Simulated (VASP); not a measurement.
# MgO (Fm-3m) in VASP: single point with PBE

Aim: the single point of MgO with PBE.

Program: VASP 6.6.1. These are calculated values, not measurements. Logs are shortened: lines on timing, memory, paths and dates and some standing lists are left out, and cuts for length are marked.

## 1. The cell of the first run

The structure is cubic, space group Fm-3m (No. 225). The conventional cell has a = 4.299 Å, b = 4.299 Å, c = 4.299 Å, α = 90.00°, β = 90.00°, γ = 90.00°. Within 2.8 Å of Mg (site symmetry m-3m) lie 6 O at 2.15 Å. Within 2.8 Å of O (site symmetry m-3m) lie 6 Mg at 2.15 Å.

## 2. Single point, PBE

INCAR

```
PREC = Accurate
ENCUT = 840
EDIFF = 1E-6
ISMEAR = -1
SIGMA = 0.003
LREAL = False
LASPH = True
NELM = 120
ALGO = Normal
ISIF = 2
LWAVE = False
LCHARG = False
GGA = PE
NBANDS = 15
GGA_COMPAT = False
```

KPOINTS

```
Automatic mesh
0
Gamma
  8 8 8
```

POSCAR

```
MgO
1.0
    0.0000000000      2.1496500000      2.1496500000
    2.1496500000      0.0000000000      2.1496500000
    2.1496500000      2.1496500000      0.0000000000
Mg O
1 1
Direct
    0.0000000000      0.0000000000      0.0000000000
    0.5000000000      0.5000000000      0.5000000000
```

Potentials or basis: VASP PAW PBE potentials, release 64 (Mg_sv, O).

The run is started by

```bash
$ cat potpaw_PBE.64/Mg_sv/POTCAR potpaw_PBE.64/O/POTCAR > POTCAR
$ mpirun -np 1 vasp_std > vasp.out
```

OUTCAR:

```text
PREC = Accurate
   ENCUT = 840
   EDIFF = 1E-6
   ISMEAR = -1
   LREAL = False
   LASPH = True
   NELM = 120
   ISIF = 2
   GGA = PE

 ion  position               nearest neighbor table
   1  0.000  0.000  0.000-
   2  0.500  0.500  0.500-

  LATTYP: Found a face centered cubic cell.
 ALAT       =     4.2993000000

  Lattice vectors:

 A1 = (   0.0000000000,   2.1496500000,   2.1496500000)
 A2 = (   2.1496500000,   0.0000000000,   2.1496500000)
 A3 = (   2.1496500000,   2.1496500000,   0.0000000000)

Analysis of symmetry for initial positions (statically):
=====================================================================
 Subroutine PRICEL returns:
 Original cell was already a primitive cell.

 Routine SETGRP: Setting up the symmetry group for a
 face centered cubic supercell.

 Subroutine GETGRP returns: Found 48 space group operations
 (whereof 48 operations were pure point group operations)
 out of a pool of 48 trial point group operations.

The static configuration has the point symmetry O_h .

Analysis of symmetry for dynamics (positions and initial velocities):
=====================================================================
 Subroutine PRICEL returns:
 Original cell was already a primitive cell.

 Routine SETGRP: Setting up the symmetry group for a
 face centered cubic supercell.

 Subroutine GETGRP returns: Found 48 space group operations
 (whereof 48 operations were pure point group operations)
 out of a pool of 48 trial point group operations.

The dynamic configuration has the point symmetry O_h .

 Subroutine INISYM returns: Found 48 space group operations
 (whereof 48 operations are pure point group operations),
 and found     1 'primitive' translations

----------------------------------------------------------------------------------------

                                     Primitive cell

  volume of cell :      19.8670

  direct lattice vectors                    reciprocal lattice vectors
     0.000000000  2.149650000  2.149650000    -0.232596004  0.232596004  0.232596004
     2.149650000  0.000000000  2.149650000     0.232596004 -0.232596004  0.232596004
     2.149650000  2.149650000  0.000000000     0.232596004  0.232596004 -0.232596004

  length of vectors
     3.040064184  3.040064184  3.040064184     0.402868097  0.402868097  0.402868097

  position of ions in fractional coordinates (direct lattice)
     0.000000000  0.000000000  0.000000000
     0.500000000  0.500000000  0.500000000

  ion indices of the primitive-cell ions
   primitive index   ion index
                 1           1
                 2           2

----------------------------------------------------------------------------------------

 KPOINTS: Automatic mesh

Automatic generation of k-mesh.
 Grid dimensions read from file:
 generate k-points for:    8    8    8

 Generating k-lattice:

  Cartesian coordinates                     Fractional coordinates (reciprocal lattice)
    -0.029074501  0.029074501  0.029074501     0.125000000  0.000000000  0.000000000
     0.029074501 -0.029074501  0.029074501     0.000000000  0.125000000  0.000000000
     0.029074501  0.029074501 -0.029074501     0.000000000  0.000000000  0.125000000

  Length of vectors
     0.050358512  0.050358512  0.050358512

  Shift w.r.t. Gamma in fractional coordinates (k-lattice)
     0.000000000  0.000000000  0.000000000

 Subroutine IBZKPT returns following result:
 ===========================================

 Found     29 irreducible k-points:

 Following reciprocal coordinates:
            Coordinates               Weight
  0.000000  0.000000  0.000000      1.000000
  0.125000  0.000000  0.000000      8.000000
  0.250000  0.000000  0.000000      8.000000
  0.375000  0.000000  0.000000      8.000000
  0.500000  0.000000  0.000000      4.000000
  0.125000  0.125000  0.000000      6.000000
[... 16 lines left out ...]
  0.500000  0.250000  0.125000     48.000000
 -0.375000  0.250000  0.125000     24.000000
 [... further k-points ...]
   k-points           NKPTS =     29   k-points in BZ     NKDIM =     29   number of bands    NBANDS=     15
   number of dos      NEDOS =    301   number of ions     NIONS =      2
   total plane-waves  NPLWV =  27000
   dimension x,y,z NGX =    30 NGY =   30 NGZ =   30
   dimension x,y,z NGXF=    60 NGYF=   60 NGZF=   60
   ions per type =               1   1
   NGX,Y,Z   is equivalent  to a cutoff of  16.41, 16.41, 16.41 a.u.
   NGXF,Y,Z  is equivalent  to a cutoff of  32.81, 32.81, 32.81 a.u.
 SYSTEM =  unknown system
   PREC   = accura    normal or accurate (medium, high low for compatibility)
   ISTART =      0    job   : 0-new  1-cont  2-samecut
   ICHARG =      2    charge: 1-file 2-atom 10-const
   ISPIN  =      1    spin polarized calculation?
   LNONCOLLINEAR =      F non collinear calculations
   LSORBIT =      F    spin-orbit coupling
   LASPH  =      T    aspherical Exc in radial PAW
   ENCUT  =  840.0 eV  61.74 Ry    7.86 a.u.   7.18  7.18  7.18*2*pi/ulx,y,z
   NELM   =    120;   NELMIN=  2; NELMDL= -5     # of ELM steps
   EDIFF  = 0.1E-05   stopping-criterion for ELM
   LREAL  =      F    real-space projection
   EDIFFG = 0.1E-04   stopping-criterion for IOM
   NSW    =      0    number of steps for IOM
   IBRION =     -1    ionic relax: 0-MD 1-quasi-New 2-CG
   NFREE  =      0    steps in history (QN), initial steepest desc. (CG)
   ISIF   =      2    stress and relaxation
   ISYM   =      2    0-nonsym 1-usesym 2-fastsym
   POTIM  = 0.5000    time-step for ionic-motion
   TEBEG  =    0.0;   TEEND  =   0.0 temperature during run
   PSTRESS=    0.0 pullay stress
   NELECT =      16.0000    total number of electrons
   NUPDOWN=      -1.0000    fix difference up-down
   EMIN   =  10.00;   EMAX   =-10.00  energy-range for DOS
   EFERMI =   0.00;   METHOD = LEGACY
   ISMEAR =    -1;   SIGMA  =   0.00  broadening in eV -4-tet -1-fermi 0-gaus
   EFERMI_NEDOS =   21; number of points for ismear=-14 and -15
   IALGO  =     38    algorithm
   IMIX   =      4    mixing-type and parameters
     AMIX     =   0.40;   BMIX     =  1.00
     AMIX_MAG =   1.60;   BMIX_MAG =  1.00
  volume/ion in A,a.u.               =       9.93        67.03
  Fermi-wavevector in a.u.,A,eV,Ry     =   1.523130  2.878299 31.564510  2.319926
  Thomas-Fermi vector in A             =   2.631615
   LORBIT       =      0    0 simple, 1 ext, 2 COOP (PROOUT), +10 PAW based schemes
   GGA     = PE    functional components
   LHFCALC =     F    Hartree Fock is set to
   AEXX    =    0.0000 exact exchange contribution
   IVDW    =     0    specifies the selected vdW correction
   LEPSILON=     F    determine dielectric tensor
   LRPA    =     F    only Hartree local field effects (RPA)
 non-spin polarized calculation
  energy-cutoff  :      840.00
  volume of cell :       19.87
 maximum number of plane-waves:      1121
 NGX is ok and might be reduce to    30
   NGX = 15   NGY = 15   NGZ = 15

 number of electron      15.9999996 magnetization

 Free energy of the ion-electron system (eV)
  ---------------------------------------------------
  ext. energy  EPLUGINS =         0.00000000
  ---------------------------------------------------
  free energy    TOTEN  =       -11.87790423 eV

  energy without entropy =      -11.87790423  energy(sigma->0) =      -11.87790423

 E-fermi :   2.6690     XC(G=0): -11.0855

 val. band max:        2.4881129856   @ k =   0.0000   0.0000   0.0000
 cond. band min:       6.6538984286   @ k =   0.0000   0.0000   0.0000
 fundamental gap:      4.1657854430
 Fermi energy:         2.6689719390

 k-point     1 :       0.0000    0.0000    0.0000
  band No.  band energies     occupation
      1     -69.9990      2.00000
      2     -36.7307      2.00000
      3     -36.7307      2.00000
      4     -36.7307      2.00000
      5     -14.4595      2.00000
      6       2.4881      2.00000
      7       2.4881      2.00000
      8       2.4881      2.00000
      9       6.6539      0.00000
     10      17.9431      0.00000
     11      17.9431      0.00000
     12      17.9431      0.00000
     13      21.6967      0.00000
     14      23.4090      0.00000
     15      23.4090      0.00000

 k-point     2 :       0.1250    0.0000    0.0000
  band No.  band energies     occupation
      1     -69.9983      2.00000
      2     -36.7407      2.00000
      3     -36.7318      2.00000
      4     -36.7318      2.00000
      5     -14.3098      2.00000
      6       1.5572      2.00000
      7       2.3953      2.00000
      8       2.3953      2.00000
      9       7.5741      0.00000
     10      16.2830      0.00000
     11      18.2657      0.00000
     12      18.2657      0.00000
     13      22.3514      0.00000
     14      22.3514      0.00000
     15      23.6525      0.00000

 k-point     3 :       0.2500    0.0000    0.0000
  band No.  band energies     occupation
      1     -69.9961      2.00000
      2     -36.7645      2.00000
      3     -36.7344      2.00000
      4     -36.7344      2.00000
      5     -13.9240      2.00000
      6      -0.0529      2.00000
      7       2.1811      2.00000
      8       2.1811      2.00000
      9       9.0403      0.00000
     10      14.6778      0.00000
     11      18.6437      0.00000
     12      18.6437      0.00000
     13      21.9715      0.00000
     14      21.9715      0.00000
     15      23.5382      0.00000
[... 343 lines left out ...]
 k-point    23 :       0.5000    0.2500    0.1250
  band No.  band energies     occupation
      1     -69.9926      2.00000
      2     -36.7819      2.00000
      3     -36.7527      2.00000
      4     -36.7415      2.00000
      5     -13.3228      2.00000
      6      -1.0066      2.00000
      7       0.8884      2.00000
      8       1.6930      2.00000
      9      11.4733      0.00000
     10      13.7196      0.00000
     11      15.7745      0.00000
     12      18.9143      0.00000
     13      21.5149      0.00000
     14      24.1144      0.00000
     15      27.5495      0.00000

 k-point    24 :      -0.3750    0.2500    0.1250
  band No.  band energies     occupation
      1     -69.9920      2.00000
      2     -36.7873      2.00000
      3     -36.7544      2.00000
      4     -36.7436      2.00000
      5     -13.1767      2.00000
      6      -1.2679      2.00000
      7       0.6943      2.00000
      8       1.5812      2.00000
      9      11.7367      0.00000
     10      14.0959      0.00000
     11      15.3800      0.00000
     12      18.6680      0.00000
     13      22.3078      0.00000
     14      23.7670      0.00000
     15      27.7084      0.00000

 [... further k-points ...]

------------------------ aborting loop because EDIFF is reached ----------------------------------------

  FORCE on cell =-STRESS in cart. coord.  units (eV):
  Direction    XX          YY          ZZ          XY          YZ          ZX
  --------------------------------------------------------------------------------------
  -------------------------------------------------------------------------------------
  Total       -0.5525532     -0.5525532     -0.5525532      0.0000000      0.0000000      0.0000000
  in kB      -44.5606429    -44.5606429    -44.5606429      0.0000000      0.0000000      0.0000000
  external PRESSURE =     -44.5606429 kB  Pullay stress =       0.0000000 kB

 VOLUME and BASIS-vectors are now :
 -----------------------------------------------------------------------------
  energy-cutoff  :      840.00
  volume of cell :       19.87
      direct lattice vectors                 reciprocal lattice vectors
     0.000000000  2.149650000  2.149650000    -0.232596004  0.232596004  0.232596004
     2.149650000  0.000000000  2.149650000     0.232596004 -0.232596004  0.232596004
     2.149650000  2.149650000  0.000000000     0.232596004  0.232596004 -0.232596004

 POSITION                                       TOTAL-FORCE (eV/Angst)
 -----------------------------------------------------------------------------------
      0.00000      0.00000      0.00000         0.000000     -0.000000      0.000000
      2.14965      2.14965      2.14965        -0.000000      0.000000     -0.000000
 -----------------------------------------------------------------------------------
    total drift:                                0.000000      0.000000      0.000000

  FREE ENERGIE OF THE ION-ELECTRON SYSTEM (eV)
  ---------------------------------------------------
  free  energy   TOTEN  =       -11.8779042288 eV

  energy  without entropy=      -11.8779042288  energy(sigma->0) =      -11.87790423
```

It took 18 s on 1 thread of AMD EPYC 7R13 (Zen 3), shared host; peak memory 0.14 GiB.

What came out:

| Property | Result |
| --- | --- |
| Free energy | -11.8779 eV |
| Pressure | -4.5 GPa |
| Band gap on the k mesh | 4.17 eV |

Levels at points of the mesh, in eV from the valence-band top:
```csv
k point,band 4,band 5,band 6,band 7,band 8,band 9,band 10,band 11,band 12,band 13
"(0.00, 0.00, 0.00)",-39.22,-16.95,0.00,0.00,0.00,4.17,15.46,15.46,15.46,19.21
"(0.50, 0.00, 0.00)",-39.23,-15.79,-4.35,-0.59,-0.59,7.52,11.93,15.71,15.71,20.04
"(0.50, 0.50, 0.00)",-39.24,-15.59,-3.81,-1.26,-1.26,9.04,9.35,12.46,18.08,18.08
```

Caveat: the cell stands under tension.
